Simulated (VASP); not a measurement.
A run of VASP 6.6.1:

Contents of INCAR:

```
PREC = Accurate
ENCUT = 500
EDIFF = 1E-6
ISMEAR = 0
SIGMA = 0.03
LREAL = False
LASPH = True
NELM = 120
ALGO = Normal
ISIF = 2
LWAVE = False
LCHARG = False
GGA = PE
IVDW = 12
NBANDS = 20
GGA_COMPAT = False
```

The input KPOINTS:

```
regular mesh
0
Gamma
  12 12 6
```

POSCAR

```
SnSe2
1.0
    3.7920000000      0.0000000000      0.0000000000
   -1.8960000000      3.2839683311      0.0000000000
    0.0000000000      0.0000000000      6.3344000000
Sn Se
1 2
Direct
    0.0000000000      0.0000000000      0.0000000000
    0.3333333333      0.6666666667      0.2651331237
    0.6666666667      0.3333333333      0.7348668763
```

Potentials or basis: VASP PAW PBE potentials, release 64 (Sn_d, Se).

Launch:

```bash
$ cat potpaw_PBE.64/Sn_d/POTCAR potpaw_PBE.64/Se/POTCAR > POTCAR
$ mpirun -np 1 vasp_std > vasp.out
```

Hardware: 1 thread of Intel Xeon 8259CL, with other jobs on the host.

Problem. How long does it take, and how much memory?

Solution. Wall time 2.5 min on 1 thread of Intel Xeon 8259CL, with other jobs on the host, peak memory 0.29 GiB. Counts: scf iterations 12, k points 100.
